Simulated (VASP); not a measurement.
# SiC (Fm-3m) in VASP: a series of runs

The runs below take SiC through single point, with PBE0.

Everything below comes from runs of VASP 6.6.1. Logs are shortened: lines on timing, memory, paths and dates and some standing lists are left out, and cuts for length are marked.

## Step 1: The cell of the first run

Symmetry: Fm-3m, No. 225, cubic system. Conventional cell: a = 4.000 Å, b = 4.000 Å, c = 4.000 Å, α = 90.00°, β = 90.00°, γ = 90.00°. Si (site symmetry m-3m) has 6 C at 2.00 Å within 2.6 Å. Within 2.6 Å of C (site symmetry m-3m) lie 6 Si at 2.00 Å.

## Step 2: Single point, PBE0

POSCAR

```
SiC
1.0
    0.0000000000      2.0000000000      2.0000000000
    2.0000000000      0.0000000000      2.0000000000
    2.0000000000      2.0000000000      0.0000000000
Si C
1 1
Direct
    0.0000000000      0.0000000000      0.0000000000
    0.5000000000      0.5000000000      0.5000000000
```

INCAR.step1

```
SYSTEM = SiC
PREC     = Accurate       ! precision mode
ENCUT    = 520            ! plane-wave cutoff, eV
EDIFF    = 1E-5           ! SCF threshold, eV
ISMEAR   = 0              ! smearing method
SIGMA    = 0.05           ! smearing width, eV
LREAL    = .FALSE.        ! projectors in reciprocal space
LASPH    = .TRUE.         ! aspherical terms in the spheres
NELM     = 100            ! most SCF steps
ALGO     = Normal         ! electronic algorithm
ISIF     = 2              ! what is computed and relaxed
LWAVE    = .TRUE.         ! write WAVECAR
NBANDS   = 11             ! bands
GGA      = PE             ! functional
```

INCAR.step2

```
SYSTEM = SiC
PREC     = Accurate       ! precision mode
ENCUT    = 520            ! plane-wave cutoff, eV
EDIFF    = 1E-6           ! SCF threshold, eV
ISMEAR   = 0              ! smearing method
SIGMA    = 0.05           ! smearing width, eV
LREAL    = .FALSE.        ! projectors in reciprocal space
LASPH    = .TRUE.         ! aspherical terms in the spheres
NELM     = 100            ! most SCF steps
ALGO     = Normal         ! electronic algorithm
ISIF     = 2              ! what is computed and relaxed
LWAVE    = .FALSE.        ! write WAVECAR
LCHARG   = .TRUE.         ! write CHGCAR
GGA      = PE             ! functional
LHFCALC  = .TRUE.         ! exact exchange
AEXX     = 0.25           ! exact-exchange fraction
PRECFOCK = Normal       
LELF     = .TRUE.         ! ELF
LVHAR    = .TRUE.       
NBANDS   = 11             ! bands
ISTART   = 1
```

KPOINTS

```
Automatic mesh
0
G
  8 8 8
  0 0 0
```

Potentials or basis: VASP PAW PBE potentials, release 64 (Si, C).

Run with:

```
cat potpaw_PBE.64/Si/POTCAR potpaw_PBE.64/C/POTCAR > POTCAR
cp INCAR.step1 INCAR
mpirun -np 1 vasp_std > vasp.out
cp INCAR.step2 INCAR
mpirun -np 1 vasp_std > vasp.out
```

OUTCAR:

```text
SYSTEM = SiC
   PREC = Accurate
   ENCUT = 520
   EDIFF = 1E-6
   ISMEAR = 0
   LREAL = .FALSE.
   LASPH = .TRUE.
   NELM = 100
   ISIF = 2
   GGA = PE
   LHFCALC = .TRUE.
   AEXX = 0.25
   PRECFOCK = Normal
   ISTART = 1

 ion  position               nearest neighbor table
   1  0.000  0.000  0.000-   2 2.00   2 2.00   2 2.00   2 2.00   2 2.00   2 2.00
   2  0.500  0.500  0.500-   1 2.00   1 2.00   1 2.00   1 2.00   1 2.00   1 2.00

  LATTYP: Found a face centered cubic cell.
 ALAT       =     4.0000000000

  Lattice vectors:

 A1 = (   0.0000000000,   2.0000000000,   2.0000000000)
 A2 = (   2.0000000000,   0.0000000000,   2.0000000000)
 A3 = (   2.0000000000,   2.0000000000,   0.0000000000)

Analysis of symmetry for initial positions (statically):
=====================================================================
 Subroutine PRICEL returns:
 Original cell was already a primitive cell.

 Routine SETGRP: Setting up the symmetry group for a
 face centered cubic supercell.

 Subroutine GETGRP returns: Found 48 space group operations
 (whereof 48 operations were pure point group operations)
 out of a pool of 48 trial point group operations.

The static configuration has the point symmetry O_h .

Analysis of symmetry for dynamics (positions and initial velocities):
=====================================================================
 Subroutine PRICEL returns:
 Original cell was already a primitive cell.

 Routine SETGRP: Setting up the symmetry group for a
 face centered cubic supercell.

 Subroutine GETGRP returns: Found 48 space group operations
 (whereof 48 operations were pure point group operations)
 out of a pool of 48 trial point group operations.

The dynamic configuration has the point symmetry O_h .

 Subroutine INISYM returns: Found 48 space group operations
 (whereof 48 operations are pure point group operations),
 and found     1 'primitive' translations

----------------------------------------------------------------------------------------

                                     Primitive cell

  volume of cell :      16.0000

  direct lattice vectors                    reciprocal lattice vectors
     0.000000000  2.000000000  2.000000000    -0.250000000  0.250000000  0.250000000
     2.000000000  0.000000000  2.000000000     0.250000000 -0.250000000  0.250000000
     2.000000000  2.000000000  0.000000000     0.250000000  0.250000000 -0.250000000

  length of vectors
     2.828427125  2.828427125  2.828427125     0.433012702  0.433012702  0.433012702

  position of ions in fractional coordinates (direct lattice)
     0.000000000  0.000000000  0.000000000
     0.500000000  0.500000000  0.500000000

  ion indices of the primitive-cell ions
   primitive index   ion index
                 1           1
                 2           2

----------------------------------------------------------------------------------------

 KPOINTS: Automatic mesh

Automatic generation of k-mesh.
 Grid dimensions read from file:
 generate k-points for:    8    8    8

 Generating k-lattice:

  Cartesian coordinates                     Fractional coordinates (reciprocal lattice)
    -0.031250000  0.031250000  0.031250000     0.125000000  0.000000000  0.000000000
     0.031250000 -0.031250000  0.031250000     0.000000000  0.125000000  0.000000000
     0.031250000  0.031250000 -0.031250000     0.000000000  0.000000000  0.125000000

  Length of vectors
     0.054126588  0.054126588  0.054126588

  Shift w.r.t. Gamma in fractional coordinates (k-lattice)
     0.000000000  0.000000000  0.000000000

 Subroutine IBZKPT returns following result:
 ===========================================

 Found     29 irreducible k-points:

 Following reciprocal coordinates:
            Coordinates               Weight
  0.000000  0.000000  0.000000      1.000000
  0.125000  0.000000  0.000000      8.000000
  0.250000  0.000000  0.000000      8.000000
  0.375000  0.000000  0.000000      8.000000
  0.500000  0.000000  0.000000      4.000000
  0.125000  0.125000  0.000000      6.000000
[... 16 lines left out ...]
  0.500000  0.250000  0.125000     48.000000
 -0.375000  0.250000  0.125000     24.000000
 [... further k-points ...]
   k-points           NKPTS =     29   k-points in BZ     NKDIM =    512   number of bands    NBANDS=     11
   number of dos      NEDOS =    301   number of ions     NIONS =      2
   total plane-waves  NPLWV =  13824
   dimension x,y,z NGX =    24 NGY =   24 NGZ =   24
   dimension x,y,z NGXF=    48 NGYF=   48 NGZF=   48
   ions per type =               1   1
   NGX,Y,Z   is equivalent  to a cutoff of  14.11, 14.11, 14.11 a.u.
   NGXF,Y,Z  is equivalent  to a cutoff of  28.21, 28.21, 28.21 a.u.
 SYSTEM =  SiC
   PREC   = accura    normal or accurate (medium, high low for compatibility)
   ISTART =      1    job   : 0-new  1-cont  2-samecut
   ICHARG =      0    charge: 1-file 2-atom 10-const
   ISPIN  =      1    spin polarized calculation?
   LNONCOLLINEAR =      F non collinear calculations
   LSORBIT =      F    spin-orbit coupling
   LASPH  =      T    aspherical Exc in radial PAW
   ENCUT  =  520.0 eV  38.22 Ry    6.18 a.u.   5.26  5.26  5.26*2*pi/ulx,y,z
   NELM   =    100;   NELMIN=  2; NELMDL=  0     # of ELM steps
   EDIFF  = 0.1E-05   stopping-criterion for ELM
   LREAL  =      F    real-space projection
   EDIFFG = 0.1E-04   stopping-criterion for IOM
   NSW    =      0    number of steps for IOM
   IBRION =     -1    ionic relax: 0-MD 1-quasi-New 2-CG
   NFREE  =      0    steps in history (QN), initial steepest desc. (CG)
   ISIF   =      2    stress and relaxation
   ISYM   =      3    0-nonsym 1-usesym 2-fastsym
   POTIM  = 0.5000    time-step for ionic-motion
   TEBEG  =    0.0;   TEEND  =   0.0 temperature during run
   PSTRESS=    0.0 pullay stress
   NELECT =       8.0000    total number of electrons
   NUPDOWN=      -1.0000    fix difference up-down
   EMIN   =  10.00;   EMAX   =-10.00  energy-range for DOS
   EFERMI =   0.00;   METHOD = LEGACY
   ISMEAR =     0;   SIGMA  =   0.05  broadening in eV -4-tet -1-fermi 0-gaus
   EFERMI_NEDOS =   21; number of points for ismear=-14 and -15
   IALGO  =     38    algorithm
   IMIX   =      1    mixing-type and parameters
     AMIX     =   0.40;   BMIX     =  1.00
     AMIX_MAG =   1.60;   BMIX_MAG =  1.00
  volume/ion in A,a.u.               =       8.00        53.99
  Fermi-wavevector in a.u.,A,eV,Ry     =   1.299366  2.455446 22.971424  1.688352
  Thomas-Fermi vector in A             =   2.430634
   LORBIT       =      0    0 simple, 1 ext, 2 COOP (PROOUT), +10 PAW based schemes
   GGA     = PE    functional components
   LHFCALC =     T    Hartree Fock is set to
   PRECFOCK=normal    Normal, Fast or Accurate (Low or Medium for compatibility)
   ENCUT4O =  -1.0   cutoff for four orbital integrals eV
   NKREDX  =     1    reduce k-point grid by
   NKREDY  =     1    reduce k-point grid by
   NKREDZ  =     1    reduce k-point grid by
   AEXX    =    0.2500 exact exchange contribution
   HFSCREEN=    0.0000 screening length (either q_TF or 0.3 A-1)
   HFSCREENC=   0.0000 screening length for correlation (either q_TF or 0.3 A-1)
   ENCUTFOCK=  -1.0 apply spherical cutoff to Coloumb kernel
   IVDW    =     0    specifies the selected vdW correction
   LEPSILON=     F    determine dielectric tensor
   LRPA    =     F    only Hartree local field effects (RPA)
 non-spin polarized calculation
 Gauss-broadening in eV      SIGMA  =   0.05
  energy-cutoff  :      520.00
  volume of cell :       16.00
 maximum number of plane-waves:       445
 NGX is ok and might be reduce to    24
  NGX = 16; NGY = 16; NGZ = 16

 number of electron       8.0000000 magnetization

 Free energy of the ion-electron system (eV)
  ---------------------------------------------------
  ext. energy  EPLUGINS =         0.00000000
  ---------------------------------------------------
  free energy    TOTEN  =       -16.88770274 eV

  energy without entropy =      -16.88770274  energy(sigma->0) =      -16.88770274

 E-fermi :  12.4465     XC(G=0): -10.0931

 val. band max:       12.1999316253   @ k =  -0.1250   0.1250   0.0000
 cond. band min:      12.8460268929   @ k =   0.5000   0.5000   0.0000
 fundamental gap:      0.6460952676
 Fermi energy:        12.4464567923

 k-point     1 :       0.0000    0.0000    0.0000
  band No.  band energies     occupation
      1      -8.7070      2.00000
      2      12.1311      2.00000
      3      12.1311      2.00000
      4      12.1311      2.00000
      5      22.5057      0.00000
      6      22.9923      0.00000
      7      22.9923      0.00000
      8      22.9923      0.00000
      9      27.7886      0.00000
     10      27.7886      0.00000
     11      27.7886      0.00000

 k-point     2 :       0.1250    0.0000    0.0000
  band No.  band energies     occupation
      1      -8.2841      2.00000
      2      10.0174      2.00000
      3      11.8780      2.00000
      4      11.8780      2.00000
      5      21.9368      0.00000
      6      23.4613      0.00000
      7      23.4613      0.00000
      8      23.9029      0.00000
      9      25.1349      0.00000
     10      25.1349      0.00000
     11      27.3361      0.00000

 k-point     3 :       0.2500    0.0000    0.0000
  band No.  band energies     occupation
      1      -7.0264      2.00000
      2       5.9346      2.00000
      3      11.3933      2.00000
      4      11.3933      2.00000
      5      20.8612      0.00000
      6      21.5775      0.00000
      7      21.5775      0.00000
      8      25.6257      0.00000
      9      26.8784      0.00000
     10      26.9278      0.00000
     11      26.9278      0.00000
[... 267 lines left out ...]
 k-point    23 :       0.5000    0.2500    0.1250
  band No.  band energies     occupation
      1      -3.9251      2.00000
      2       2.8265      2.00000
      3       6.7389      2.00000
      4       9.1492      2.00000
      5      18.0123      0.00000
      6      21.1932      0.00000
      7      23.0759      0.00000
      8      26.2634      0.00000
      9      29.0084      0.00000
     10      31.5214      0.00000
     11      32.9720      0.00000

 k-point    24 :      -0.3750    0.2500    0.1250
  band No.  band energies     occupation
      1      -2.0062      2.00000
      2       0.2706      2.00000
      3       6.7658      2.00000
      4       8.4689      2.00000
      5      18.0512      0.00000
      6      20.5514      0.00000
      7      24.4307      0.00000
      8      27.1262      0.00000
      9      29.4297      0.00000
     10      29.8965      0.00000
     11      33.8442      0.00000

 [... further k-points ...]

------------------------ aborting loop because EDIFF is reached ----------------------------------------

  FORCE on cell =-STRESS in cart. coord.  units (eV):
  Direction    XX          YY          ZZ          XY          YZ          ZX
  --------------------------------------------------------------------------------------
  -------------------------------------------------------------------------------------
  Total        0.0676089      0.0676089      0.0676089      0.0000000      0.0000000     -0.0000000
  in kB        6.7700894      6.7700894      6.7700894      0.0000000      0.0000000     -0.0000000
  external PRESSURE =       6.7700894 kB  Pullay stress =       0.0000000 kB

 VOLUME and BASIS-vectors are now :
 -----------------------------------------------------------------------------
  energy-cutoff  :      520.00
  volume of cell :       16.00
      direct lattice vectors                 reciprocal lattice vectors
     0.000000000  2.000000000  2.000000000    -0.250000000  0.250000000  0.250000000
     2.000000000  0.000000000  2.000000000     0.250000000 -0.250000000  0.250000000
     2.000000000  2.000000000  0.000000000     0.250000000  0.250000000 -0.250000000

 POSITION                                       TOTAL-FORCE (eV/Angst)
 -----------------------------------------------------------------------------------
      0.00000      0.00000      0.00000         0.000000      0.000000      0.000000
      2.00000      2.00000      2.00000        -0.000000      0.000000      0.000000
 -----------------------------------------------------------------------------------
    total drift:                                0.000000      0.000000      0.000000

  FREE ENERGIE OF THE ION-ELECTRON SYSTEM (eV)
  ---------------------------------------------------
  free  energy   TOTEN  =       -16.8877027407 eV

  energy  without entropy=      -16.8877027407  energy(sigma->0) =      -16.88770274
```

Run time: 24 min. Hardware: 1 thread of Oxide Virtual Turin-like, shared host; peak memory 0.11 GiB.

Results:

```
Free energy            : -16.8877 eV
Pressure               : 0.7 GPa
Band gap on the k mesh : 0.65 eV (least direct gap 5.60 eV)
```

Levels at points of the mesh, in eV from the valence-band top:
| k point | band 1 | band 2 | band 3 | band 4 | band 5 | band 6 | band 7 | band 8 |
| --- | --- | --- | --- | --- | --- | --- | --- | --- |
| (0.00, 0.00, 0.00) | -20.91 | -0.07 | -0.07 | -0.07 | 10.31 | 10.79 | 10.79 | 10.79 |
| (0.50, 0.00, 0.00) | -15.16 | -13.09 | -1.29 | -1.29 | 7.14 | 7.14 | 7.95 | 12.26 |
| (0.50, 0.50, 0.00) | -13.11 | -11.25 | -4.95 | -4.95 | 0.65 | 3.86 | 18.06 | 18.06 |

Caveat: the PAW data sets were made with another functional, which shifts forces and pressure a little. A k mesh can miss the band edges.

(Continued in part 2 of 2.)
